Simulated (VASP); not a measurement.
# Sc (Fd-3m) in VASP: further runs

Runs on Sc. Level: r2SCAN. Tasks: single point.

Program: VASP 6.6.1. These are calculated values, not measurements. Logs are shortened: lines on timing, memory, paths and dates and some standing lists are left out, and cuts for length are marked.

### 1 The cell of the first run

The structure is cubic, space group Fd-3m (No. 227). The conventional cell has a = 4.833 Å, b = 4.833 Å, c = 4.833 Å, α = 90.00°, β = 90.00°, γ = 90.00°. Sc (site symmetry -43m) has 4 Sc at 2.09 Å within 2.8 Å.

This isn't the form of Sc at room conditions, which is hcp.

### 2 Single point, r2SCAN

POSCAR reads:

```
Sc
1.0
    0.0000000000      2.4162797901      2.4162797901
    2.4162797901      0.0000000000      2.4162797901
    2.4162797901      2.4162797901      0.0000000000
Sc
2
Direct
    1.0000000000      1.0000000000      1.0000000000
    0.2500000000      0.2500000000      0.2500000000
```

INCAR.step1 reads:

```
ALGO = Normal
EDIFF = 1E-5
ENCUT = 550
GGA = PE
GGA_COMPAT = F
ISMEAR = 1
LASPH = T
LCHARG = F
LREAL = F
LWAVE = T
NBANDS = 18
NELM = 120
PREC = Accurate
SIGMA = 0.05
```

INCAR.step2 reads:

```
ALGO = Normal
EDIFF = 1E-6
ENCUT = 550
GGA_COMPAT = F
ISIF = 2
ISMEAR = 1
ISTART = 1
LASPH = T
LCHARG = F
LMIXTAU = T
LREAL = F
LWAVE = F
METAGGA = R2SCAN
NBANDS = 18
NELM = 120
PREC = Accurate
SIGMA = 0.05
```

KPOINTS reads:

```
k-points
0
Gamma
  11 11 11
```

Potentials or basis: VASP PAW PBE potentials, release 64 (Sc_sv).

Launch:

```
$ cat potpaw_PBE.64/Sc_sv/POTCAR > POTCAR
$ cp INCAR.step1 INCAR
$ mpirun -np 1 vasp_std > vasp.out
$ cp INCAR.step2 INCAR
$ mpirun -np 1 vasp_std > vasp.out
```

OUTCAR:

```text
EDIFF = 1E-6
   ENCUT = 550
   ISIF = 2
   ISMEAR = 1
   ISTART = 1
   LASPH = T
   LREAL = F
   METAGGA = R2SCAN
   NELM = 120
   PREC = Accurate

 ion  position               nearest neighbor table
   1  0.000  0.000  0.000-   2 2.09   2 2.09   2 2.09   2 2.09
   2  0.250  0.250  0.250-   1 2.09   1 2.09   1 2.09   1 2.09

  LATTYP: Found a face centered cubic cell.
 ALAT       =     4.8325595802

  Lattice vectors:

 A1 = (   0.0000000000,   2.4162797901,   2.4162797901)
 A2 = (   2.4162797901,   0.0000000000,   2.4162797901)
 A3 = (   2.4162797901,   2.4162797901,   0.0000000000)

Analysis of symmetry for initial positions (statically):
=====================================================================
 Subroutine PRICEL returns:
 Original cell was already a primitive cell.

 Routine SETGRP: Setting up the symmetry group for a
 face centered cubic supercell.

 Subroutine GETGRP returns: Found 48 space group operations
 (whereof 24 operations were pure point group operations)
 out of a pool of 48 trial point group operations.

The static configuration has the point symmetry T_d .
 The point group associated with its full space group is O_h .

Analysis of symmetry for dynamics (positions and initial velocities):
=====================================================================
 Subroutine PRICEL returns:
 Original cell was already a primitive cell.

 Routine SETGRP: Setting up the symmetry group for a
 face centered cubic supercell.

 Subroutine GETGRP returns: Found 48 space group operations
 (whereof 24 operations were pure point group operations)
 out of a pool of 48 trial point group operations.

The dynamic configuration has the point symmetry T_d .
 The point group associated with its full space group is O_h .

 Subroutine INISYM returns: Found 48 space group operations
 (whereof 24 operations are pure point group operations),
 and found     1 'primitive' translations

----------------------------------------------------------------------------------------

                                     Primitive cell

  volume of cell :      28.2145

  direct lattice vectors                    reciprocal lattice vectors
     0.000000000  2.416279790  2.416279790    -0.206929678  0.206929678  0.206929678
     2.416279790  0.000000000  2.416279790     0.206929678 -0.206929678  0.206929678
     2.416279790  2.416279790  0.000000000     0.206929678  0.206929678 -0.206929678

  length of vectors
     3.417135650  3.417135650  3.417135650     0.358412717  0.358412717  0.358412717

  position of ions in fractional coordinates (direct lattice)
     0.000000000  0.000000000  0.000000000
     0.250000000  0.250000000  0.250000000

  ion indices of the primitive-cell ions
   primitive index   ion index
                 1           1
                 2           2

----------------------------------------------------------------------------------------

 KPOINTS: k-points

Automatic generation of k-mesh.
 Grid dimensions read from file:
 generate k-points for:   11   11   11

 Generating k-lattice:

  Cartesian coordinates                     Fractional coordinates (reciprocal lattice)
    -0.018811789  0.018811789  0.018811789     0.090909091  0.000000000  0.000000000
     0.018811789 -0.018811789  0.018811789     0.000000000  0.090909091  0.000000000
     0.018811789  0.018811789 -0.018811789     0.000000000  0.000000000  0.090909091

  Length of vectors
     0.032582974  0.032582974  0.032582974

  Shift w.r.t. Gamma in fractional coordinates (k-lattice)
     0.000000000  0.000000000  0.000000000

 Subroutine IBZKPT returns following result:
 ===========================================

 Found     56 irreducible k-points:

 Following reciprocal coordinates:
            Coordinates               Weight
  0.000000  0.000000  0.000000      1.000000
  0.090909  0.000000  0.000000      8.000000
  0.181818  0.000000  0.000000      8.000000
  0.272727  0.000000  0.000000      8.000000
  0.363636  0.000000  0.000000      8.000000
  0.454545  0.000000  0.000000      8.000000
[... 16 lines left out ...]
 -0.272727  0.181818  0.000000     24.000000
 -0.181818  0.181818  0.000000     12.000000
 [... further k-points ...]
   k-points           NKPTS =     56   k-points in BZ     NKDIM =     56   number of bands    NBANDS=     18
   number of dos      NEDOS =    301   number of ions     NIONS =      2
   total plane-waves  NPLWV =  21952
   dimension x,y,z NGX =    28 NGY =   28 NGZ =   28
   dimension x,y,z NGXF=    56 NGYF=   56 NGZF=   56
   ions per type =               2
   NGX,Y,Z   is equivalent  to a cutoff of  13.62, 13.62, 13.62 a.u.
   NGXF,Y,Z  is equivalent  to a cutoff of  27.24, 27.24, 27.24 a.u.
 SYSTEM =  unknown system
   PREC   = accura    normal or accurate (medium, high low for compatibility)
   ISTART =      1    job   : 0-new  1-cont  2-samecut
   ICHARG =      0    charge: 1-file 2-atom 10-const
   ISPIN  =      1    spin polarized calculation?
   LNONCOLLINEAR =      F non collinear calculations
   LSORBIT =      F    spin-orbit coupling
   LASPH  =      T    aspherical Exc in radial PAW
   ENCUT  =  550.0 eV  40.42 Ry    6.36 a.u.   6.53  6.53  6.53*2*pi/ulx,y,z
   NELM   =    120;   NELMIN=  2; NELMDL=  0     # of ELM steps
   EDIFF  = 0.1E-05   stopping-criterion for ELM
   LREAL  =      F    real-space projection
[... 7 lines left out ...]
   TEBEG  =    0.0;   TEEND  =   0.0 temperature during run
   PSTRESS=    0.0 pullay stress
   NELECT =      22.0000    total number of electrons
   NUPDOWN=      -1.0000    fix difference up-down
   EMIN   =  10.00;   EMAX   =-10.00  energy-range for DOS
   EFERMI =   0.00;   METHOD = LEGACY
   ISMEAR =     1;   SIGMA  =   0.05  broadening in eV -4-tet -1-fermi 0-gaus
   EFERMI_NEDOS =   21; number of points for ismear=-14 and -15
   IALGO  =     38    algorithm
   IMIX   =      4    mixing-type and parameters
     AMIX     =   0.40;   BMIX     =  1.00
     AMIX_MAG =   1.60;   BMIX_MAG =  1.00
  volume/ion in A,a.u.               =      14.11        95.20
  Fermi-wavevector in a.u.,A,eV,Ry     =   1.506810  2.847458 30.891708  2.270476
  Thomas-Fermi vector in A             =   2.617479
   LORBIT       =      0    0 simple, 1 ext, 2 COOP (PROOUT), +10 PAW based schemes
   METAGGA = R2SCAN    functional components
   LHFCALC =     F    Hartree Fock is set to
   AEXX    =    0.0000 exact exchange contribution
   IVDW    =     0    specifies the selected vdW correction
   LEPSILON=     F    determine dielectric tensor
   LRPA    =     F    only Hartree local field effects (RPA)
 non-spin polarized calculation
 Methfessel and Paxton  Order N= 1 SIGMA  =   0.05
  energy-cutoff  :      550.00
  volume of cell :       28.21
 maximum number of plane-waves:       869
 NGX is ok and might be reduce to    28
   NGX = 13   NGY = 13   NGZ = 13

 number of electron      21.9999998 magnetization

 Free energy of the ion-electron system (eV)
  ---------------------------------------------------
  ext. energy  EPLUGINS =         0.00000000
  ---------------------------------------------------
  free energy    TOTEN  =       -16.34342745 eV

  energy without entropy =      -16.34294244  energy(sigma->0) =      -16.34326578

 E-fermi :   7.9699     XC(G=0): -13.0570

 val. band max:        7.9672411775   @ k =  -0.3636   0.0909   0.0000
 cond. band min:       7.9958909003   @ k =  -0.3636   0.4545   0.1818
 fundamental gap:      0.0286497228
 Fermi energy:         7.9699031277

 k-point     1 :       0.0000    0.0000    0.0000
  band No.  band energies     occupation
      1     -45.0406      2.00000
      2     -41.7177      2.00000
      3     -22.8064      2.00000
      4     -22.8064      2.00000
      5     -22.8063      2.00000
      6     -19.9744      2.00000
[... 10 lines left out ...]
     17      11.9674      0.00000
     18      15.8047      0.00000

 k-point     2 :       0.0909    0.0000    0.0000
  band No.  band energies     occupation
      1     -44.9956      2.00000
      2     -41.7758      2.00000
      3     -22.8482      2.00000
      4     -22.8481      2.00000
      5     -22.8190      2.00000
      6     -19.9471      2.00000
[... 10 lines left out ...]
     17      11.8714      0.00000
     18      15.7977      0.00000

 k-point     3 :       0.1818    0.0000    0.0000
  band No.  band energies     occupation
      1     -44.8665      2.00000
      2     -41.9396      2.00000
      3     -22.9536      2.00000
      4     -22.9536      2.00000
      5     -22.8598      2.00000
      6     -19.8635      2.00000
[... 10 lines left out ...]
     17      11.7566      0.00000
     18      15.7590      0.00000

 k-point     4 :       0.2727    0.0000    0.0000
  band No.  band energies     occupation
      1     -44.6733      2.00000
      2     -42.1778      2.00000
      3     -23.0795      2.00000
      4     -23.0795      2.00000
      5     -22.9259      2.00000
      6     -19.7334      2.00000
[... 10 lines left out ...]
     17      12.0507      0.00000
     18      15.6464      0.00000

 k-point     5 :       0.3636    0.0000    0.0000
  band No.  band energies     occupation
      1     -44.4579      2.00000
      2     -42.4339      2.00000
      3     -23.1856      2.00000
      4     -23.1856      2.00000
      5     -22.9968      2.00000
      6     -19.5956      2.00000
[... 10 lines left out ...]
     17      12.7317      0.00000
     18      15.4255      0.00000

 k-point     6 :       0.4545    0.0000    0.0000
  band No.  band energies     occupation
      1     -44.3003      2.00000
      2     -42.6155      2.00000
      3     -23.2450      2.00000
      4     -23.2450      2.00000
      5     -23.0426      2.00000
      6     -19.5064      2.00000
[... 10 lines left out ...]
     17      13.3312      0.00000
     18      15.1609      0.00000

 k-point     7 :       0.0909    0.0909    0.0000
  band No.  band energies     occupation
      1     -44.9802      2.00000
      2     -41.7954      2.00000
      3     -22.9030      2.00000
      4     -22.9030      2.00000
      5     -22.7342      2.00000
      6     -20.0399      2.00000
[... 10 lines left out ...]
     17      11.9128      0.00000
     18      15.5497      0.00000

 k-point     8 :       0.1818    0.0909    0.0000
  band No.  band energies     occupation
      1     -44.8781      2.00000
      2     -41.9251      2.00000
      3     -23.0179      2.00000
      4     -23.0156      2.00000
      5     -22.6885      2.00000
      6     -20.0615      2.00000
[... 10 lines left out ...]
     17      11.8849      0.00000
     18      15.3066      0.00000
[... 229 lines left out ...]
     17      12.7572      0.00000
     18      14.1860      0.00000

 k-point    20 :       0.4545    0.1818    0.0000
  band No.  band energies     occupation
      1     -44.2331      2.00000
      2     -42.6911      2.00000
      3     -23.6185      2.00000
      4     -23.4038      2.00000
      5     -22.3289      2.00000
      6     -20.2194      2.00000
[... 10 lines left out ...]
     17      12.9099      0.00000
     18      14.5847      0.00000

 k-point    21 :      -0.4545    0.1818    0.0000
  band No.  band energies     occupation
      1     -44.1164      2.00000
      2     -42.8210      2.00000
      3     -23.7118      2.00000
      4     -23.3868      2.00000
      5     -22.3439      2.00000
      6     -20.1441      2.00000
[... 10 lines left out ...]
     17      12.5847      0.00000
     18      14.7787      0.00000

 k-point    22 :      -0.3636    0.1818    0.0000
  band No.  band energies     occupation
      1     -44.1880      2.00000
      2     -42.7415      2.00000
      3     -23.7116      2.00000
      4     -23.3110      2.00000
      5     -22.3974      2.00000
      6     -20.0845      2.00000
[... 10 lines left out ...]
     17      13.0063      0.00000
     18      13.7635      0.00000

 k-point    23 :      -0.2727    0.1818    0.0000
  band No.  band energies     occupation
      1     -44.3860      2.00000
      2     -42.5170      2.00000
      3     -23.6113      2.00000
      4     -23.1940      2.00000
      5     -22.4887      2.00000
      6     -20.0417      2.00000
[... 10 lines left out ...]
     17      12.4790      0.00000
     18      13.8366      0.00000

 k-point    24 :      -0.1818    0.1818    0.0000
  band No.  band energies     occupation
      1     -44.6000      2.00000
      2     -42.2659      2.00000
      3     -23.4238      2.00000
      4     -23.0674      2.00000
      5     -22.6144      2.00000
      6     -19.9956      2.00000
[... 10 lines left out ...]
     17      11.7525      0.00000
     18      14.5189      0.00000

 [... further k-points ...]
[... 5 lines left out ...]
  --------------------------------------------------------------------------------------
  -------------------------------------------------------------------------------------
  Total        8.9000046      8.9000046      8.9000046      0.0000000      0.0000000     -0.0000000
  in kB      505.3929191    505.3929191    505.3929191      0.0000000      0.0000000     -0.0000000
  external PRESSURE =     505.3929191 kB  Pullay stress =       0.0000000 kB

 VOLUME and BASIS-vectors are now :
 -----------------------------------------------------------------------------
  energy-cutoff  :      550.00
  volume of cell :       28.21
      direct lattice vectors                 reciprocal lattice vectors
     0.000000000  2.416279790  2.416279790    -0.206929678  0.206929678  0.206929678
     2.416279790  0.000000000  2.416279790     0.206929678 -0.206929678  0.206929678
     2.416279790  2.416279790  0.000000000     0.206929678  0.206929678 -0.206929678

 POSITION                                       TOTAL-FORCE (eV/Angst)
 -----------------------------------------------------------------------------------
      0.00000      0.00000      0.00000         0.000000     -0.000000     -0.000000
      1.20814      1.20814      1.20814        -0.000000      0.000000      0.000000
 -----------------------------------------------------------------------------------
    total drift:                                0.000000      0.000000      0.000000

  FREE ENERGIE OF THE ION-ELECTRON SYSTEM (eV)
  ---------------------------------------------------
  free  energy   TOTEN  =       -16.3434274476 eV

  energy  without entropy=      -16.3429424385  energy(sigma->0) =      -16.34326578
```

It took 1.9 min on 1 thread of Intel Xeon Platinum 8259CL at 2.50GHz (Skylake/Cascade Lake), shared host; peak memory 0.17 GiB.

What came out:

```yaml
Free_energy: -16.3434 eV
Pressure: 50.5 GPa
Band_gap_on_the_k_mesh: zero (bands 11 and 12 overlap by 0.98 eV)
```

Levels at points of the mesh, in eV from the Fermi level:
| k point | band 7 | band 8 | band 9 | band 10 | band 11 | band 12 | band 13 | band 14 | band 15 | band 16 |
| --- | --- | --- | --- | --- | --- | --- | --- | --- | --- | --- |
| (0.00, 0.00, 0.00) | -27.94 | -27.94 | -5.72 | -1.89 | -1.89 | 0.54 | 0.54 | 0.54 | 4.00 | 4.00 |

Caveat: atoms lie so close that the PAW spheres overlap strongly, which falsifies energies and pressures; the cell stands under pressure; the PAW data sets were made with another functional, which shifts forces and pressure a little.

### 3 Single point, r2SCAN

This run uses another cell than the first one, of 15.27 Å³/atom.

POSCAR reads:

```
Sc
1.0
    0.0000000000      2.4811376811      2.4811376811
    2.4811376811      0.0000000000      2.4811376811
    2.4811376811      2.4811376811      0.0000000000
Sc
2
Direct
    1.0000000000      1.0000000000      1.0000000000
    0.2500000000      0.2500000000      0.2500000000
```

INCAR.step1 reads:

```
SYSTEM = Sc
PREC     = Accurate       ! precision mode
ENCUT    = 550            ! plane-wave cutoff, eV
ISMEAR   = 1              ! smearing method
SIGMA    = 0.05           ! smearing width, eV
LREAL    = .False.        ! projectors in reciprocal space
LASPH    = .True.         ! aspherical terms in the spheres
NELM     = 120            ! most SCF steps
NBANDS   = 18             ! bands
GGA      = PE             ! functional
ALGO     = Normal         ! electronic algorithm
EDIFF    = 1E-5           ! SCF threshold, eV
LWAVE    = .True.         ! write WAVECAR
LCHARG   = .False.        ! write CHGCAR
GGA_COMPAT= .False.
```

INCAR.step2 reads:

```
SYSTEM = Sc
PREC     = Accurate       ! precision mode
ENCUT    = 550            ! plane-wave cutoff, eV
EDIFF    = 1E-6           ! SCF threshold, eV
ISMEAR   = 1              ! smearing method
SIGMA    = 0.05           ! smearing width, eV
LREAL    = .False.        ! projectors in reciprocal space
LASPH    = .True.         ! aspherical terms in the spheres
NELM     = 120            ! most SCF steps
ALGO     = Normal         ! electronic algorithm
ISIF     = 2              ! what is computed and relaxed
LWAVE    = .False.        ! write WAVECAR
LCHARG   = .True.         ! write CHGCAR
METAGGA  = R2SCAN         ! meta-GGA
LMIXTAU  = .True.       
LELF     = .True.         ! ELF
LVHAR    = .True.       
NBANDS   = 18             ! bands
ISTART   = 1            
GGA_COMPAT= .False.
```

KPOINTS reads:

```
regular mesh
0
Gamma
  11 11 11
  0 0 0
```

Potentials or basis: VASP PAW PBE potentials, release 64 (Sc_sv).

Launch:

```
$ cat potpaw_PBE.64/Sc_sv/POTCAR > POTCAR
$ cp INCAR.step1 INCAR
$ mpirun -np 1 vasp_std > vasp.out
$ cp INCAR.step2 INCAR
$ mpirun -np 1 vasp_std > vasp.out
```

Run time: 1.9 min. Hardware: 1 thread of Intel Xeon Platinum 8259CL at 2.50GHz (Skylake/Cascade Lake), shared host; peak memory 0.18 GiB.

Results (log left out):

- Free energy: -16.9529 eV
- Pressure: 34.0 GPa
- Band gap on the k mesh: zero (bands 11 and 12 overlap by 1.18 eV)

Levels at points of the mesh, in eV from the Fermi level:
| k point | band 7 | band 8 | band 9 | band 10 | band 11 | band 12 | band 13 | band 14 | band 15 | band 16 |
| --- | --- | --- | --- | --- | --- | --- | --- | --- | --- | --- |
| (0.00, 0.00, 0.00) | -28.18 | -28.18 | -5.74 | -1.71 | -1.71 | 0.44 | 0.44 | 0.44 | 3.55 | 3.55 |

Caveat: the cell stands under pressure; the PAW data sets were made with another functional, which shifts forces and pressure a little.

(Continued in part 2 of 2.)

The gap in the log of VASP goes by the Fermi energy; the results here count the filled bands.